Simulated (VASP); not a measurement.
Write the native input for VASP 6.6.1 that does the following.

```
Task                   : single point
Functional             : PBEsol
Potentials or basis    : VASP PAW PBE potentials, release 64 (Ga_d, Sb)
Cutoff                 : 520 eV
k mesh                 : 6 × 8 × 1
Occupations            : gaussian, width 0.1 eV
Spin                   : no spin polarisation
Dipole correction      : yes
Further INCAR settings : ALGO = Normal; EDIFF = 1e-06; NBANDS = 56
```

The structure of GaSb lies in POSCAR:

```
GaSb
1.0
    6.1098348150      0.0000000000      0.0000000000
    0.0000000000      4.3203056300      0.0000000000
    0.0000000000      0.0000000000     24.6406112590
Ga Sb
5 5
Direct
    0.5556437217      0.5000000000      0.3453785096
   -0.0275891921      0.0000000000      0.4094183123
    0.4804830288      0.5000000000      0.4999999776
   -0.0275769328      0.0000000000      0.5905830081
    0.5556644823      0.5000000000      0.6546203695
    0.7652780726      0.0000000000      0.3140773821
    0.2248992998      0.5000000000      0.4128296895
    0.7329944490      0.0000000000      0.5000000432
    0.2249083303      0.5000000000      0.5871695778
    0.7652947405      0.0000000000      0.6859231304
```

One way to write it, as run:

INCAR

```
ALGO = Normal ; DIPOL = 0.5 0.5 0.500
EDIFF = 1E-6 ; ENCUT = 520
GGA = PS ; IDIPOL = 3
ISIF = 2 ; ISMEAR = 0
LASPH = True ; LCHARG = False
LDIPOL = True ; LREAL = False
LWAVE = False ; NBANDS = 56
NELM = 60 ; PREC = Accurate
SIGMA = 0.1
```

KPOINTS

```
k-points
0
Gamma
  6 8 1
```

Potentials or basis: VASP PAW PBE potentials, release 64 (Ga_d, Sb).

Command:

```bash
$ cat potpaw_PBE.64/Ga_d/POTCAR potpaw_PBE.64/Sb/POTCAR > POTCAR
$ mpirun -np 1 vasp_std > vasp.out
```

It gave:

The largest force is 0.041 eV/Å and the band gap on the k mesh is 0.42 eV (least direct gap 0.75 eV).

Caveat: the PAW data sets were made with another functional, which shifts forces and pressure a little; spin-orbit coupling is left out, which moves the levels of the heavy elements.

Wall time 26 min on 1 thread of Oxide Virtual Turin-like Processor, on a shared host, peak memory 0.91 GiB.
